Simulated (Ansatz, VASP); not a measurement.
**One calculation of Zn3S5, two programs**

```xyz
8
Lattice="3.8259 -0.0006 0.0004 1.9127 3.3270 -0.0023 0.0164 0.5316 11.9721" Properties=species:S:1:pos:R:3 pbc="T T T"
Zn    2.1632    2.0128   10.4256
Zn    4.0662    1.8242    1.5438
Zn    3.7151    0.2805    5.9863
S     5.0899    3.3168   -0.0015
S     2.1315    0.9261    2.7003
S     1.8544    1.3938    4.7519
S     4.0510    2.9252    9.2732
S     3.7661    2.4862    7.2156
```

Change from the starting cell: the structure that the rattled cell fell into.

Alike in both runs: functional PBE; k mesh 8 × 8 × 4; occupations gaussian, width 0.02 eV; no spin polarisation.

Ansatz relaxed the structure, and its values are those at the end. VASP's run is a single point on that final structure, the one shown.

```csv
,VASP,Ansatz
version,VASP 6.6.1,Ansatz 0.2.0
potentials or method,"VASP PAW PBE potentials, release 64 (Zn, S), cutoff 520 eV","scalar-relativistic, plane waves, PAW"
valence electrons in the cell,66,66
```

```tsv
	VASP	Ansatz	Ansatz less VASP
gap on the k mesh at the Fermi level (eV)	0.67	0.65	-0.020
least direct gap on the mesh (eV)	0.74	0.72	-0.019
pressure (GPa)	0.0	0.0	+0.02
rms of the force components (eV/Å)	0.041	0.003	-0.0381
```

With one functional, cell and mesh, what is left measures potentials, basis and numerics.
